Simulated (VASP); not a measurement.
# Ti3Al (P-6m2) in VASP: notebook

The runs below take Ti3Al through single point, relaxation of cell and atoms, with PBEsol.

Everything below comes from runs of VASP 6.6.1. Logs are shortened: lines on timing, memory, paths and dates and some standing lists are left out, and cuts for length are marked.

**1. The cell of the first run**

It takes space group P-6m2 (No. 187, hexagonal). The conventional cell has a = 2.928 Å, b = 2.928 Å, c = 9.226 Å, α = 90.00°, β = 90.00°, γ = 120.00°. Within 3.8 Å of Ti (site symmetry -6m2) lie 12 Ti at 2.86 to 2.93 Å. Ti (site symmetry 3m) has 9 Ti at 2.86 to 2.93 Å and 3 Al at 2.86 Å within 3.8 Å. Within 3.8 Å of Al (site symmetry -6m2) lie 6 Ti at 2.86 Å and 6 Al at 2.93 Å.

**2. Single point, PBEsol**

INCAR

```
SYSTEM = Ti3Al
ALGO = Normal ; EDIFF = 1E-7
ENCUT = 520 ; GGA = PS
ISIF = 2 ; ISMEAR = 0
LASPH = .TRUE. ; LCHARG = .TRUE.
LELF = .TRUE. ; LREAL = .FALSE.
LVHAR = .TRUE. ; LWAVE = .FALSE.
NBANDS = 28 ; NELM = 60
PREC = Accurate ; SIGMA = 0.1
```

KPOINTS

```
k-points
0
G
  9 9 2
  0 0 0
```

POSCAR

```
Ti3Al
1.0
    2.9275422200      0.0000000000      0.0000000000
   -1.4637711100      2.5353259400      0.0000000000
    0.0000000000      0.0000000000      9.2263620000
Ti Al
3 1
Direct
    0.6666666700      0.3333333300      0.0000000000
    0.3333333300      0.6666666700      0.7505940000
    0.3333333300      0.6666666700      0.2494060000
    0.6666666700      0.3333333300      0.5000000000
```

Potentials or basis: VASP PAW PBE potentials, release 64 (Ti_sv, Al).

On the command line:

```
cat potpaw_PBE.64/Ti_sv/POTCAR potpaw_PBE.64/Al/POTCAR > POTCAR
mpirun -np 1 vasp_std > vasp.out
```

OUTCAR:

```text
SYSTEM = Ti3Al
   EDIFF = 1E-7
   ENCUT = 520
   GGA = PS
   ISIF = 2
   ISMEAR = 0
   LASPH = .TRUE.
   LREAL = .FALSE.
   NELM = 60
   PREC = Accurate

 ion  position               nearest neighbor table
   1  0.667  0.333  0.000-   2 2.86   3 2.86   2 2.86   3 2.86   2 2.86   3 2.86
   2  0.333  0.667  0.751-   1 2.86   1 2.86   1 2.86   4 2.86   4 2.86   4 2.86
   3  0.333  0.667  0.249-   1 2.86   1 2.86   1 2.86   4 2.86   4 2.86   4 2.86
   4  0.667  0.333  0.500-   2 2.86   3 2.86   2 2.86   3 2.86   2 2.86   3 2.86

  LATTYP: Found a hexagonal cell.
 ALAT       =     2.9275422200
 C/A-ratio  =     3.1515726526

  Lattice vectors:

 A1 = (   2.9275422200,   0.0000000000,   0.0000000000)
 A2 = (  -1.4637711100,   2.5353259400,   0.0000000000)
 A3 = (   0.0000000000,   0.0000000000,   9.2263620000)

Analysis of symmetry for initial positions (statically):
=====================================================================
 Subroutine PRICEL returns:
 Original cell was already a primitive cell.

 Routine SETGRP: Setting up the symmetry group for a
 hexagonal supercell.

 Subroutine GETGRP returns: Found 12 space group operations
 (whereof 12 operations were pure point group operations)
 out of a pool of 24 trial point group operations.

The static configuration has the point symmetry D_3h.

Analysis of symmetry for dynamics (positions and initial velocities):
=====================================================================
 Subroutine PRICEL returns:
 Original cell was already a primitive cell.

 Routine SETGRP: Setting up the symmetry group for a
 hexagonal supercell.

 Subroutine GETGRP returns: Found 12 space group operations
 (whereof 12 operations were pure point group operations)
 out of a pool of 24 trial point group operations.

The dynamic configuration has the point symmetry D_3h.

 Subroutine INISYM returns: Found 12 space group operations
 (whereof 12 operations are pure point group operations),
 and found     1 'primitive' translations

----------------------------------------------------------------------------------------

                                     Primitive cell

  volume of cell :      68.4806

  direct lattice vectors                    reciprocal lattice vectors
     2.927542220  0.000000000  0.000000000     0.341583460  0.197213302  0.000000000
    -1.463771110  2.535325940  0.000000000     0.000000000  0.394426604  0.000000000
     0.000000000  0.000000000  9.226362000     0.000000000  0.000000000  0.108385082

  length of vectors
     2.927542220  2.927542226  9.226362000     0.394426605  0.394426604  0.108385082

  position of ions in fractional coordinates (direct lattice)
     0.666666670  0.333333330  0.000000000
     0.333333330  0.666666670  0.750594000
     0.333333330  0.666666670  0.249406000
     0.666666670  0.333333330  0.500000000

  ion indices of the primitive-cell ions
   primitive index   ion index
                 1           1
                 2           2
                 3           3
                 4           4

----------------------------------------------------------------------------------------

 KPOINTS: k-points

Automatic generation of k-mesh.
 Grid dimensions read from file:
 generate k-points for:    9    9    2

 Generating k-lattice:

  Cartesian coordinates                     Fractional coordinates (reciprocal lattice)
     0.037953718  0.021912589  0.000000000     0.111111111  0.000000000  0.000000000
     0.000000000  0.043825178  0.000000000     0.000000000  0.111111111  0.000000000
     0.000000000  0.000000000  0.054192541     0.000000000  0.000000000  0.500000000

  Length of vectors
     0.043825178  0.043825178  0.054192541

  Shift w.r.t. Gamma in fractional coordinates (k-lattice)
     0.000000000  0.000000000  0.000000000

 Subroutine IBZKPT returns following result:
 ===========================================

 Found     24 irreducible k-points:

 Following reciprocal coordinates:
            Coordinates               Weight
  0.000000  0.000000  0.000000      1.000000
  0.111111  0.000000  0.000000      6.000000
  0.222222 -0.000000  0.000000      6.000000
  0.333333  0.000000  0.000000      6.000000
  0.444444 -0.000000  0.000000      6.000000
  0.111111  0.111111  0.000000      6.000000
[... 16 lines left out ...]
  0.333333  0.222222  0.500000     12.000000
  0.333333  0.333333  0.500000      2.000000
   k-points           NKPTS =     24   k-points in BZ     NKDIM =     24   number of bands    NBANDS=     28
   number of dos      NEDOS =    301   number of ions     NIONS =      4
   total plane-waves  NPLWV =  40320
   dimension x,y,z NGX =    24 NGY =   24 NGZ =   70
   dimension x,y,z NGXF=    48 NGYF=   48 NGZF=  140
   ions per type =               3   1
   NGX,Y,Z   is equivalent  to a cutoff of  13.63, 13.63, 12.61 a.u.
   NGXF,Y,Z  is equivalent  to a cutoff of  27.26, 27.26, 25.23 a.u.
 SYSTEM =  Ti3Al
   PREC   = accura    normal or accurate (medium, high low for compatibility)
   ISTART =      0    job   : 0-new  1-cont  2-samecut
   ICHARG =      2    charge: 1-file 2-atom 10-const
   ISPIN  =      1    spin polarized calculation?
   LNONCOLLINEAR =      F non collinear calculations
   LSORBIT =      F    spin-orbit coupling
   LASPH  =      T    aspherical Exc in radial PAW
   ENCUT  =  520.0 eV  38.22 Ry    6.18 a.u.   5.44  5.44 17.15*2*pi/ulx,y,z
   NELM   =     60;   NELMIN=  2; NELMDL= -5     # of ELM steps
   EDIFF  = 0.1E-06   stopping-criterion for ELM
   LREAL  =      F    real-space projection
   EDIFFG = 0.1E-05   stopping-criterion for IOM
   NSW    =      0    number of steps for IOM
   IBRION =     -1    ionic relax: 0-MD 1-quasi-New 2-CG
   NFREE  =      0    steps in history (QN), initial steepest desc. (CG)
   ISIF   =      2    stress and relaxation
   ISYM   =      2    0-nonsym 1-usesym 2-fastsym
   POTIM  = 0.5000    time-step for ionic-motion
   TEBEG  =    0.0;   TEEND  =   0.0 temperature during run
   PSTRESS=    0.0 pullay stress
   NELECT =      39.0000    total number of electrons
   NUPDOWN=      -1.0000    fix difference up-down
   EMIN   =  10.00;   EMAX   =-10.00  energy-range for DOS
   EFERMI =   0.00;   METHOD = LEGACY
   ISMEAR =     0;   SIGMA  =   0.10  broadening in eV -4-tet -1-fermi 0-gaus
   EFERMI_NEDOS =   21; number of points for ismear=-14 and -15
   IALGO  =     38    algorithm
   IMIX   =      4    mixing-type and parameters
     AMIX     =   0.40;   BMIX     =  1.00
     AMIX_MAG =   1.60;   BMIX_MAG =  1.00
  volume/ion in A,a.u.               =      17.12       115.53
  Fermi-wavevector in a.u.,A,eV,Ry     =   1.356981  2.564323 25.053746  1.841398
  Thomas-Fermi vector in A             =   2.483938
   LORBIT       =      0    0 simple, 1 ext, 2 COOP (PROOUT), +10 PAW based schemes
   GGA     = PS    functional components
   LHFCALC =     F    Hartree Fock is set to
   AEXX    =    0.0000 exact exchange contribution
   IVDW    =     0    specifies the selected vdW correction
   LEPSILON=     F    determine dielectric tensor
   LRPA    =     F    only Hartree local field effects (RPA)
 non-spin polarized calculation
 Gauss-broadening in eV      SIGMA  =   0.10
  energy-cutoff  :      520.00
  volume of cell :       68.48
 maximum number of plane-waves:      1907
 NGX is ok and might be reduce to    24
   NGX = 11   NGY = 11   NGZ = 35

 number of electron      38.9999989 magnetization

 Free energy of the ion-electron system (eV)
  ---------------------------------------------------
  ext. energy  EPLUGINS =         0.00000000
  ---------------------------------------------------
  free energy    TOTEN  =       -29.58542927 eV

  energy without entropy =      -29.56303132  energy(sigma->0) =      -29.57423030

 E-fermi :   7.8914     XC(G=0): -11.3132

 val. band max:        7.8782270865   @ k =   0.2222  -0.0000   0.5000
 cond. band min:       7.9102440592   @ k =   0.3333   0.3333   0.5000
 fundamental gap:      0.0320169727
 Fermi energy:         7.8914248004

 k-point     1 :       0.0000    0.0000    0.0000
  band No.  band energies     occupation
      1     -48.6201      2.00000
      2     -48.5734      2.00000
      3     -48.5110      2.00000
      4     -25.2422      2.00000
      5     -24.9956      2.00000
      6     -24.6982      2.00000
[... 20 lines left out ...]
     27       9.9670      0.00000
     28      10.5808      0.00000

 k-point     2 :       0.1111    0.0000    0.0000
  band No.  band energies     occupation
      1     -48.6085      2.00000
      2     -48.5646      2.00000
      3     -48.5051      2.00000
      4     -25.2218      2.00000
      5     -24.9964      2.00000
      6     -24.7337      2.00000
[... 20 lines left out ...]
     27       9.8633      0.00000
     28      10.4875      0.00000

 k-point     3 :       0.2222   -0.0000    0.0000
  band No.  band energies     occupation
      1     -48.5781      2.00000
      2     -48.5423      2.00000
      3     -48.4908      2.00000
      4     -25.1706      2.00000
      5     -25.0189      2.00000
      6     -24.8521      2.00000
[... 20 lines left out ...]
     27       9.9458      0.00000
     28      10.5044      0.00000

 k-point     4 :       0.3333    0.0000    0.0000
  band No.  band energies     occupation
      1     -48.5410      2.00000
      2     -48.5168      2.00000
      3     -48.4770      2.00000
      4     -25.1363      2.00000
      5     -25.1055      2.00000
      6     -24.9791      2.00000
[... 578 lines left out ...]
     27      11.1836      0.00000
     28      11.3694      0.00000

 k-point    23 :       0.3333    0.2222    0.5000
  band No.  band energies     occupation
      1     -48.4994      2.00000
      2     -48.4927      2.00000
      3     -48.4704      2.00000
      4     -25.1326      2.00000
      5     -25.1187      2.00000
      6     -25.0368      2.00000
[... 20 lines left out ...]
     27      11.0461      0.00000
     28      11.2848      0.00000

 k-point    24 :       0.3333    0.3333    0.5000
  band No.  band energies     occupation
      1     -48.4883      2.00000
      2     -48.4882      2.00000
      3     -48.4726      2.00000
      4     -25.0946      2.00000
      5     -25.0813      2.00000
      6     -25.0406      2.00000
[... 20 lines left out ...]
     27      11.1730      0.00000
     28      11.2127      0.00000

------------------------ aborting loop because EDIFF is reached ----------------------------------------

  FORCE on cell =-STRESS in cart. coord.  units (eV):
  Direction    XX          YY          ZZ          XY          YZ          ZX
  --------------------------------------------------------------------------------------
  -------------------------------------------------------------------------------------
  Total       -1.4458809     -1.4458810     -1.5985427      0.0000000     -0.0000000     -0.0000000
  in kB      -33.8279484    -33.8279486    -37.3996363      0.0000000     -0.0000000     -0.0000000
  external PRESSURE =     -35.0185111 kB  Pullay stress =       0.0000000 kB

 VOLUME and BASIS-vectors are now :
 -----------------------------------------------------------------------------
  energy-cutoff  :      520.00
  volume of cell :       68.48
      direct lattice vectors                 reciprocal lattice vectors
     2.927542220  0.000000000  0.000000000     0.341583460  0.197213302  0.000000000
    -1.463771110  2.535325940  0.000000000     0.000000000  0.394426604  0.000000000
     0.000000000  0.000000000  9.226362000     0.000000000  0.000000000  0.108385082

 POSITION                                       TOTAL-FORCE (eV/Angst)
 -----------------------------------------------------------------------------------
      1.46377      0.84511      0.00000        -0.000000      0.000000      0.000000
     -0.00000      1.69022      6.92525         0.000000     -0.000000      0.102156
     -0.00000      1.69022      2.30111         0.000000     -0.000000     -0.102156
      1.46377      0.84511      4.61318        -0.000000      0.000000      0.000000
 -----------------------------------------------------------------------------------
    total drift:                                0.000028     -0.000016      0.000000

  FREE ENERGIE OF THE ION-ELECTRON SYSTEM (eV)
  ---------------------------------------------------
  free  energy   TOTEN  =       -29.5854292713 eV

  energy  without entropy=      -29.5630313210  energy(sigma->0) =      -29.57423030
```

Wall time 35 s (1 thread of Intel Xeon 6975P-C (Granite Rapids), shared host); peak memory 0.2 GiB.

Results:

| Quantity | Value |
| --- | --- |
| Free energy | -29.5854 eV |
| Pressure | -3.5 GPa |
| Largest force | 0.102 eV/Å |
| Band gap on the k mesh | zero (an odd number of electrons rules out a gap without spin polarisation) |

Forces in eV/Å, atoms in the order of the input:
```
Ti   0.000  0.000  0.000
Ti   0.000  0.000  0.102
Ti   0.000  0.000 -0.102
Al   0.000  0.000  0.000
```

Caveat: the cell stands under tension; the PAW data sets were made with another functional, which shifts forces and pressure a little.

[end of part 1 of 2]

The gap in the log of VASP goes by the Fermi energy; the results here count the filled bands.